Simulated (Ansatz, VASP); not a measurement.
# One calculation of Al9H, two programs

```xyz
20
Lattice="5.7071 0.0000 0.0000 -1.4268 9.7015 0.0000 0.0000 0.0000 22.7904" Properties=species:S:1:pos:R:3 pbc="T T T"
Al    1.4268    0.6295    4.0000
Al    4.2803    0.6295    4.0000
Al    1.4268    3.3172    4.9957
Al    4.2803    3.3172    4.9957
Al    0.0000    5.7950    5.1949
Al    2.8535    5.7950    5.1949
Al    1.4268    8.2728    5.3940
Al    4.2803    8.2728    5.3940
Al    0.0003    1.2390    6.4001
Al    2.8538    1.2390    6.4001
Al   -0.0072    3.9216    7.5233
Al    2.8463    3.9216    7.5233
Al    1.4238    6.3997    7.6799
Al    4.2774    6.3997    7.6799
Al   -0.0083    8.8388    7.8610
Al    2.8452    8.8388    7.8610
Al    1.4319    1.7599    8.7904
Al    4.2854    1.7599    8.7904
H     0.8279    8.8388   11.7904
H     2.0089    8.8388   11.7904
```

Alike in both runs: task single point; functional PBE; k mesh 5 × 3 × 1; occupations gaussian, width 0.1 eV; no spin polarisation.

|  | VASP | Ansatz |
| --- | --- | --- |
| version | VASP 6.6.1 | Ansatz 0.2.0 |
| potentials or method | VASP PAW PBE potentials, release 64 (Al, H), cutoff 520 eV | scalar-relativistic, plane waves, PAW |
| valence electrons in the cell | 56 | 56 |

```tsv
	VASP	Ansatz	Ansatz less VASP
gap on the k mesh at the Fermi level (eV)	none	none	-
rms of the force components (eV/Å)	0.847	0.847	-0.0002
work function, face that differs most (eV)	4.17	4.17	-0.001
```

Atom by atom the forces differ by 0.001 eV/Å (rms over components). A gap of «none» marks a metal or a gap that the smearing closes.
